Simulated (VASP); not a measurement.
# Sn (I4/mmm) in VASP: a series of runs

Aim: see how the results for Sn move with the level of theory and the settings. Levels: PBEsol-based global hybrid with 25 % exact exchange, PBE0. Tasks: single point.

Everything below comes from runs of VASP 6.6.1. Logs are shortened: lines on timing, memory, paths and dates and some standing lists are left out, and cuts for length are marked.

**1. The cell of the first run**

The structure is tetragonal, space group I4/mmm (No. 139). Conventional cell: a = 4.058 Å, b = 4.058 Å, c = 3.322 Å, α = 90.00°, β = 90.00°, γ = 90.00°. Sn (site symmetry 4/mmm) has 14 Sn at 3.32 to 4.06 Å within 4.4 Å.

**2. Single point, PBEsol-based global hybrid with 25 % exact exchange**

The input, POSCAR:

```
Sn
1.0
   -2.0291894110      2.0291894110      1.6607599896
    2.0291894110     -2.0291894110      1.6607599896
    2.0291894110      2.0291894110     -1.6607599896
Sn
1
Direct
    0.0000000000      0.0000000000      0.0000000000
```

The input, INCAR.step1:

```
PREC = Accurate
ENCUT = 520
EDIFF = 1E-5
ISMEAR = -1
SIGMA = 0.05
LREAL = F
LASPH = T
NELM = 100
ALGO = Normal
ISIF = 2
LWAVE = T
LCHARG = F
NBANDS = 13
GGA = PE
```

The input, INCAR.step2:

```
PREC = Accurate
ENCUT = 520
EDIFF = 1E-6
ISMEAR = -1
SIGMA = 0.05
LREAL = F
LASPH = T
NELM = 100
ALGO = Normal
ISIF = 2
LWAVE = F
LCHARG = F
GGA = PS
LHFCALC = T
AEXX = 0.25
PRECFOCK = Normal
NBANDS = 13
ISTART = 1
```

The input, KPOINTS:

```
Automatic mesh
0
Gamma
  5 5 5
```

Potentials or basis: VASP PAW PBE potentials, release 64 (Sn_d).

Started as:

```bash
cat potpaw_PBE.64/Sn_d/POTCAR > POTCAR
cp INCAR.step1 INCAR
mpirun -np 1 vasp_std > vasp.out
cp INCAR.step2 INCAR
mpirun -np 1 vasp_std > vasp.out
```

OUTCAR:

```text
PREC = Accurate
   ENCUT = 520
   EDIFF = 1E-6
   ISMEAR = -1
   LREAL = F
   LASPH = T
   NELM = 100
   ISIF = 2
   GGA = PS
   LHFCALC = T
   AEXX = 0.25
   PRECFOCK = Normal
   ISTART = 1

 ion  position               nearest neighbor table
   1  0.000  0.000  0.000-

  LATTYP: Found a body centered tetragonal cell.
 ALAT       =     4.0583788220
 C/A-ratio  =     0.8184351745

  Lattice vectors:

 A1 = (  -2.0291894110,   2.0291894110,   1.6607599896)
 A2 = (   2.0291894110,  -2.0291894110,   1.6607599896)
 A3 = (   2.0291894110,   2.0291894110,  -1.6607599896)

Analysis of symmetry for initial positions (statically):
=====================================================================
 Subroutine PRICEL returns:
 Original cell was already a primitive cell.

 Routine SETGRP: Setting up the symmetry group for a
 body centered tetragonal supercell.

 Subroutine GETGRP returns: Found 16 space group operations
 (whereof 16 operations were pure point group operations)
 out of a pool of 16 trial point group operations.

The static configuration has the point symmetry D_4h.

Analysis of symmetry for dynamics (positions and initial velocities):
=====================================================================
 Subroutine PRICEL returns:
 Original cell was already a primitive cell.

 Routine SETGRP: Setting up the symmetry group for a
 body centered tetragonal supercell.

 Subroutine GETGRP returns: Found 16 space group operations
 (whereof 16 operations were pure point group operations)
 out of a pool of 16 trial point group operations.

The dynamic configuration has the point symmetry D_4h.

 Subroutine INISYM returns: Found 16 space group operations
 (whereof 16 operations are pure point group operations),
 and found     1 'primitive' translations

----------------------------------------------------------------------------------------

                                     Primitive cell

  volume of cell :      27.3534

  direct lattice vectors                    reciprocal lattice vectors
    -2.029189411  2.029189411  1.660759990     0.000000000  0.246403809  0.301066983
     2.029189411 -2.029189411  1.660759990     0.246403809  0.000000000  0.301066983
     2.029189411  2.029189411 -1.660759990     0.246403809  0.246403809  0.000000000

  length of vectors
     3.315621069  3.315621069  3.315621069     0.389045197  0.389045197  0.348467608

  position of ions in fractional coordinates (direct lattice)
     0.000000000  0.000000000  0.000000000

  ion indices of the primitive-cell ions
   primitive index   ion index
                 1           1

----------------------------------------------------------------------------------------

 KPOINTS: Automatic mesh

Automatic generation of k-mesh.
 Grid dimensions read from file:
 generate k-points for:    5    5    5

 Generating k-lattice:

  Cartesian coordinates                     Fractional coordinates (reciprocal lattice)
     0.000000000  0.049280762  0.060213397     0.200000000 -0.000000000  0.000000000
     0.049280762  0.000000000  0.060213397    -0.000000000  0.200000000  0.000000000
     0.049280762  0.049280762  0.000000000     0.000000000  0.000000000  0.200000000

  Length of vectors
     0.077809039  0.077809039  0.069693522

  Shift w.r.t. Gamma in fractional coordinates (k-lattice)
     0.000000000  0.000000000  0.000000000

 Subroutine IBZKPT returns following result:
 ===========================================

 Found     18 irreducible k-points:

 Following reciprocal coordinates:
            Coordinates               Weight
  0.000000  0.000000  0.000000      1.000000
  0.200000  0.000000  0.000000      8.000000
  0.400000  0.000000  0.000000      8.000000
  0.200000  0.200000  0.000000      8.000000
  0.400000  0.200000  0.000000     16.000000
 -0.400000  0.200000  0.000000     16.000000
[... 10 lines left out ...]
 -0.400000  0.400000  0.400000      4.000000
 -0.400000 -0.400000  0.400000      2.000000
   k-points           NKPTS =     18   k-points in BZ     NKDIM =    125   number of bands    NBANDS=     13
   number of dos      NEDOS =    301   number of ions     NIONS =      1
   total plane-waves  NPLWV =  21952
   dimension x,y,z NGX =    28 NGY =   28 NGZ =   28
   dimension x,y,z NGXF=    56 NGYF=   56 NGZF=   56
   ions per type =               1
   NGX,Y,Z   is equivalent  to a cutoff of  14.04, 14.04, 14.04 a.u.
   NGXF,Y,Z  is equivalent  to a cutoff of  28.08, 28.08, 28.08 a.u.
 SYSTEM =  unknown system
   PREC   = accura    normal or accurate (medium, high low for compatibility)
   ISTART =      1    job   : 0-new  1-cont  2-samecut
   ICHARG =      0    charge: 1-file 2-atom 10-const
   ISPIN  =      1    spin polarized calculation?
   LNONCOLLINEAR =      F non collinear calculations
   LSORBIT =      F    spin-orbit coupling
   LASPH  =      T    aspherical Exc in radial PAW
   ENCUT  =  520.0 eV  38.22 Ry    6.18 a.u.   6.16  6.16  6.16*2*pi/ulx,y,z
   NELM   =    100;   NELMIN=  2; NELMDL=  0     # of ELM steps
   EDIFF  = 0.1E-05   stopping-criterion for ELM
   LREAL  =      F    real-space projection
   EDIFFG = 0.1E-04   stopping-criterion for IOM
   NSW    =      0    number of steps for IOM
   IBRION =     -1    ionic relax: 0-MD 1-quasi-New 2-CG
   NFREE  =      0    steps in history (QN), initial steepest desc. (CG)
   ISIF   =      2    stress and relaxation
   ISYM   =      3    0-nonsym 1-usesym 2-fastsym
   POTIM  = 0.5000    time-step for ionic-motion
   TEBEG  =    0.0;   TEEND  =   0.0 temperature during run
   PSTRESS=    0.0 pullay stress
   NELECT =      14.0000    total number of electrons
   NUPDOWN=      -1.0000    fix difference up-down
   EMIN   =  10.00;   EMAX   =-10.00  energy-range for DOS
   EFERMI =   0.00;   METHOD = LEGACY
   ISMEAR =    -1;   SIGMA  =   0.05  broadening in eV -4-tet -1-fermi 0-gaus
   EFERMI_NEDOS =   21; number of points for ismear=-14 and -15
   IALGO  =     38    algorithm
   IMIX   =      1    mixing-type and parameters
     AMIX     =   0.40;   BMIX     =  1.00
     AMIX_MAG =   1.60;   BMIX_MAG =  1.00
  volume/ion in A,a.u.               =      27.35       184.59
  Fermi-wavevector in a.u.,A,eV,Ry     =   1.309524  2.474642 23.331997  1.714853
  Thomas-Fermi vector in A             =   2.440117
   LORBIT       =      0    0 simple, 1 ext, 2 COOP (PROOUT), +10 PAW based schemes
   GGA     = PS    functional components
   LHFCALC =     T    Hartree Fock is set to
   PRECFOCK=normal    Normal, Fast or Accurate (Low or Medium for compatibility)
   ENCUT4O =  -1.0   cutoff for four orbital integrals eV
   NKREDX  =     1    reduce k-point grid by
   NKREDY  =     1    reduce k-point grid by
   NKREDZ  =     1    reduce k-point grid by
   AEXX    =    0.2500 exact exchange contribution
   HFSCREEN=    0.0000 screening length (either q_TF or 0.3 A-1)
   HFSCREENC=   0.0000 screening length for correlation (either q_TF or 0.3 A-1)
   ENCUTFOCK=  -1.0 apply spherical cutoff to Coloumb kernel
   IVDW    =     0    specifies the selected vdW correction
   LEPSILON=     F    determine dielectric tensor
   LRPA    =     F    only Hartree local field effects (RPA)
 non-spin polarized calculation
  energy-cutoff  :      520.00
  volume of cell :       27.35
 maximum number of plane-waves:       754
 NGX is ok and might be reduce to    28
  NGX = 20; NGY = 20; NGZ = 20

 number of electron      14.0000001 magnetization

 Free energy of the ion-electron system (eV)
  ---------------------------------------------------
  ext. energy  EPLUGINS =         0.00000000
  ---------------------------------------------------
  free energy    TOTEN  =        -4.98460795 eV

  energy without entropy =       -4.97833867  energy(sigma->0) =       -4.98147331

 E-fermi :   7.6821     XC(G=0):  -8.2530

 val. band max:        7.1283656605   @ k =  -0.2000   0.4000   0.2000
 cond. band min:       7.7558069361   @ k =   0.4000   0.2000   0.0000
 fundamental gap:      0.6274412756
 Fermi energy:         7.6820697226

 k-point     1 :       0.0000    0.0000    0.0000
  band No.  band energies     occupation
      1     -16.4132      2.00000
      2     -16.3229      2.00000
      3     -16.3229      2.00000
      4     -16.3180      2.00000
      5     -16.2085      2.00000
      6      -5.0712      2.00000
      7      15.6994      0.00000
      8      15.6994      0.00000
      9      18.5030      0.00000
     10      19.1578      0.00000
     11      20.3161      0.00000
     12      21.6322      0.00000
     13      21.6322      0.00000

 k-point     2 :       0.2000    0.0000    0.0000
  band No.  band energies     occupation
      1     -16.3972      2.00000
      2     -16.3310      2.00000
      3     -16.2899      2.00000
      4     -16.2691      2.00000
      5     -16.2270      2.00000
      6      -4.0062      2.00000
      7      12.6335      0.00000
      8      13.6501      0.00000
      9      14.6533      0.00000
     10      18.3403      0.00000
     11      18.3592      0.00000
     12      21.9629      0.00000
     13      22.6391      0.00000

 k-point     3 :       0.4000    0.0000    0.0000
  band No.  band energies     occupation
      1     -16.4268      2.00000
      2     -16.3604      2.00000
      3     -16.2478      2.00000
      4     -16.1876      2.00000
      5     -16.1788      2.00000
      6      -0.8016      2.00000
      7       5.0228      2.00000
      8      11.9315      0.00000
      9      13.2134      0.00000
     10      16.2278      0.00000
     11      16.3545      0.00000
     12      22.5464      0.00000
     13      26.2398      0.00000

 k-point     4 :       0.2000    0.2000    0.0000
  band No.  band energies     occupation
      1     -16.4027      2.00000
      2     -16.3408      2.00000
      3     -16.2492      2.00000
      4     -16.2408      2.00000
      5     -16.1844      2.00000
      6      -1.6433      2.00000
      7       7.9800      0.00515
      8      10.5905      0.00000
      9      12.4327      0.00000
     10      17.9239      0.00000
     11      19.0098      0.00000
     12      20.7630      0.00000
     13      22.0858      0.00000

 k-point     5 :       0.4000    0.2000    0.0000
  band No.  band energies     occupation
      1     -16.4018      2.00000
      2     -16.3331      2.00000
      3     -16.2565      2.00000
      4     -16.2068      2.00000
      5     -16.1814      2.00000
      6       1.2914      2.00000
      7       3.6259      2.00000
      8       7.7558      0.37245
      9      12.5325      0.00000
     10      17.0395      0.00000
     11      20.3730      0.00000
     12      21.6368      0.00000
     13      28.1374      0.00000
[... 161 lines left out ...]
 k-point    16 :      -0.2000   -0.2000    0.2000
  band No.  band energies     occupation
      1     -16.3271      2.00000
      2     -16.3271      2.00000
      3     -16.3177      2.00000
      4     -16.2610      2.00000
      5     -16.2043      2.00000
      6      -2.4930      2.00000
      7      10.8024      0.00000
      8      12.2982      0.00000
      9      12.2982      0.00000
     10      16.0931      0.00000
     11      19.8565      0.00000
     12      19.8565      0.00000
     13      20.7978      0.00000

 k-point    17 :      -0.4000    0.4000    0.4000
  band No.  band energies     occupation
      1     -16.4248      2.00000
      2     -16.3587      2.00000
      3     -16.1907      2.00000
      4     -16.1879      2.00000
      5     -16.1831      2.00000
      6       1.4274      2.00000
      7       6.1550      2.00000
      8       6.9992      2.00000
      9      11.3883      0.00000
     10      13.3181      0.00000
     11      15.0827      0.00000
     12      27.2886      0.00000
     13      27.9900      0.00000

 k-point    18 :      -0.4000   -0.4000    0.4000
  band No.  band energies     occupation
      1     -16.3689      2.00000
      2     -16.3622      2.00000
      3     -16.2108      2.00000
      4     -16.2108      2.00000
      5     -16.1763      2.00000
      6       3.6399      2.00000
      7       6.4070      2.00000
      8       6.4070      2.00000
      9       6.8171      2.00000
     10      11.9440      0.00000
     11      19.5719      0.00000
     12      25.8267      0.00000
     13      26.8398      0.00000

------------------------ aborting loop because EDIFF is reached ----------------------------------------

  FORCE on cell =-STRESS in cart. coord.  units (eV):
  Direction    XX          YY          ZZ          XY          YZ          ZX
  --------------------------------------------------------------------------------------
  -------------------------------------------------------------------------------------
  Total       -0.4298813     -0.4298813      0.3127657      0.0000000      0.0000000      0.0000000
  in kB      -25.1794998    -25.1794998     18.3196686      0.0000000      0.0000000      0.0000000
  external PRESSURE =     -10.6797770 kB  Pullay stress =       0.0000000 kB

 VOLUME and BASIS-vectors are now :
 -----------------------------------------------------------------------------
  energy-cutoff  :      520.00
  volume of cell :       27.35
      direct lattice vectors                 reciprocal lattice vectors
    -2.029189411  2.029189411  1.660759990     0.000000000  0.246403809  0.301066983
     2.029189411 -2.029189411  1.660759990     0.246403809  0.000000000  0.301066983
     2.029189411  2.029189411 -1.660759990     0.246403809  0.246403809  0.000000000

 POSITION                                       TOTAL-FORCE (eV/Angst)
 -----------------------------------------------------------------------------------
      0.00000      0.00000      0.00000        -0.000000      0.000000     -0.000000
 -----------------------------------------------------------------------------------
    total drift:                               -0.000000     -0.000000      0.000000

  FREE ENERGIE OF THE ION-ELECTRON SYSTEM (eV)
  ---------------------------------------------------
  free  energy   TOTEN  =        -4.9846079548 eV

  energy  without entropy=       -4.9783386722  energy(sigma->0) =       -4.98147331
```

It took 10 min on 1 thread of Intel Xeon Platinum 8259CL at 2.50GHz (Skylake/Cascade Lake), shared host; peak memory 0.17 GiB.

Results:

```yaml
Free_energy: -4.9846 eV
Pressure: -1.1 GPa
Band_gap_on_the_k_mesh: zero (bands 7 and 8 overlap by 9.29 eV)
```

Caveat: the k points lie up to 0.49 Å⁻¹ apart, too coarse for converged energies and pressures of a metal; the PAW data sets were made with another functional, which shifts forces and pressure a little; spin-orbit coupling is left out, which moves the levels of the heavy elements.

**3. Single point, PBE0**

This run uses another cell than the first one, of 28.18 Å³/atom.

The input, POSCAR:

```
Sn
1.0
   -2.0239048483      2.0239048483      1.7200336193
    2.0239048483     -2.0239048483      1.7200336193
    2.0239048483      2.0239048483     -1.7200336193
Sn
1
Direct
    0.0000000000      0.0000000000      0.0000000000
```

The input, INCAR.step1:

```
SYSTEM = Sn
PREC = Accurate ; ENCUT = 520
EDIFF = 1E-5 ; ISMEAR = -1
SIGMA = 0.05 ; LREAL = .FALSE.
LASPH = .TRUE. ; NELM = 100
ALGO = Normal ; ISIF = 2
LWAVE = .TRUE. ; LCHARG = .FALSE.
GGA = PE ; NBANDS = 13
```

The input, INCAR.step2:

```
SYSTEM = Sn
PREC = Accurate ; ENCUT = 520
EDIFF = 1E-7 ; ISMEAR = -1
SIGMA = 0.05 ; LREAL = .FALSE.
LASPH = .TRUE. ; NELM = 100
ALGO = Normal ; ISIF = 2
LWAVE = .FALSE. ; LCHARG = .FALSE.
GGA = PE ; LHFCALC = .TRUE.
AEXX = 0.25 ; PRECFOCK = Normal
ISTART = 1 ; NBANDS = 13
```

The input, KPOINTS:

```
Automatic mesh
0
G
  5 5 5
  0 0 0
```

Potentials or basis: VASP PAW PBE potentials, release 64 (Sn_d).

Started as:

```bash
cat potpaw_PBE.64/Sn_d/POTCAR > POTCAR
cp INCAR.step1 INCAR
mpirun -np 1 vasp_std > vasp.out
cp INCAR.step2 INCAR
mpirun -np 1 vasp_std > vasp.out
```

Run time: 16 min. Hardware: 1 thread of Intel Xeon Platinum 8259CL at 2.50GHz (Skylake/Cascade Lake), shared host; peak memory 0.17 GiB.

Results (log left out):

| Property | Result |
| --- | --- |
| Free energy | -4.6982 eV |
| Pressure | -0.2 GPa |
| Band gap on the k mesh | zero (bands 7 and 8 overlap by 9.47 eV) |

Levels at points of the mesh, in eV from the Fermi level:
| k point | band 5 | band 6 | band 7 | band 8 | band 9 | band 10 |
| --- | --- | --- | --- | --- | --- | --- |
| (0.00, 0.00, 0.00) | -23.94 | -12.48 | 8.18 | 8.18 | 10.17 | 11.74 |

Caveat: the k points lie up to 0.48 Å⁻¹ apart, too coarse for converged energies and pressures of a metal; the PAW data sets were made with another functional, which shifts forces and pressure a little; spin-orbit coupling is left out, which moves the levels of the heavy elements.

**4. Single point, PBE0**

The input, POSCAR:

```
Sn
1.0
   -2.0291894110      2.0291894110      1.6607599896
    2.0291894110     -2.0291894110      1.6607599896
    2.0291894110      2.0291894110     -1.6607599896
Sn
1
Direct
    0.0000000000      0.0000000000      0.0000000000
```

The input, INCAR.step1:

```
ALGO = Normal ; EDIFF = 1E-5
ENCUT = 520 ; GGA = PE
ISIF = 2 ; ISMEAR = -1
LASPH = True ; LREAL = False
LWAVE = True ; NBANDS = 13
NELM = 100 ; PREC = Accurate
SIGMA = 0.05
```

The input, INCAR.step2:

```
AEXX = 0.25 ; ALGO = Normal
EDIFF = 1E-6 ; ENCUT = 520
GGA = PE ; ISIF = 2
ISMEAR = -1 ; ISTART = 1
LASPH = True ; LCHARG = True
LELF = True ; LHFCALC = True
LREAL = False ; LVHAR = True
LWAVE = False ; NBANDS = 13
NELM = 100 ; PREC = Accurate
PRECFOCK = Normal ; SIGMA = 0.05
```

The input, KPOINTS:

```
k-points
0
Gamma
  6 6 6
```

Started as:

```bash
cat potpaw_PBE.64/Sn_d/POTCAR > POTCAR
cp INCAR.step1 INCAR
mpirun -np 1 vasp_std > vasp.out
cp INCAR.step2 INCAR
mpirun -np 1 vasp_std > vasp.out
```

Wall time 65 min (1 thread of Intel Xeon 8259CL, shared host); peak memory 0.18 GiB.

The run converged. Its results:

| Quantity | Value |
| --- | --- |
| Free energy | -4.7860 eV |
| Pressure | -0.6 GPa |
| Band gap on the k mesh | zero (bands 7 and 8 overlap by 10.46 eV) |

Stress tensor (GPa, compression positive):
```
-0.21  0.00  0.00
 0.00 -0.21  0.00
 0.00  0.00 -1.24
```

Levels at points of the mesh, in eV from the Fermi level:
| k point | band 3 | band 4 | band 5 | band 6 | band 7 | band 8 | band 9 | band 10 | band 11 | band 12 |
| --- | --- | --- | --- | --- | --- | --- | --- | --- | --- | --- |
| (0.00, 0.00, 0.00) | -24.66 | -24.66 | -24.54 | -13.30 | 7.51 | 7.51 | 10.30 | 10.90 | 12.09 | 13.36 |
| (0.50, 0.00, 0.00) | -24.58 | -24.52 | -24.49 | -7.25 | -5.60 | 3.41 | 4.83 | 7.68 | 7.81 | 14.57 |
| (0.50, 0.50, 0.00) | -24.63 | -24.59 | -24.50 | -8.99 | -6.21 | 6.46 | 8.55 | 11.07 | 11.60 | 12.59 |
| (0.50, 0.50, 0.50) | -24.52 | -24.52 | -24.48 | -4.35 | -2.63 | -2.63 | 2.85 | 3.19 | 6.49 | 20.03 |

Caveat: the k points lie up to 0.41 Å⁻¹ apart, too coarse for converged energies and pressures of a metal; the PAW data sets were made with another functional, which shifts forces and pressure a little; spin-orbit coupling is left out, which moves the levels of the heavy elements.

**5. Summary**

| level | cell | k mesh | gap on the mesh (eV) | pressure (GPa) |
| --- | --- | --- | --- | --- |
| PBEsol-based global hybrid with 25 % exact exchange | a = 3.316 Å, angles 104.5, 104.5, 119.9°, 1 atom | 5 × 5 × 5 | none | -1.1 |
| PBE0 | a = 3.339 Å, angles 105.4, 105.4, 118.0°, 1 atom | 5 × 5 × 5 | none | -0.2 |
| PBE0 | a = 3.316 Å, angles 104.5, 104.5, 119.9°, 1 atom | 6 × 6 × 6 | none | -0.6 |

Alike in all rows: task single point; potentials or basis VASP PAW PBE potentials, release 64 (Sn_d); no spin polarisation; cutoff (eV) 520; smearing fermi-dirac 0.05 eV.

Caveats: all runs use coarse meshes; the PAW data sets were made with another functional, which shifts forces and pressure a little; spin-orbit coupling is left out, which moves the levels of the heavy elements.

Absolute energies hang on the potentials; compare differences alone.

The gap in the log of VASP goes by the Fermi energy; the results here count the filled bands.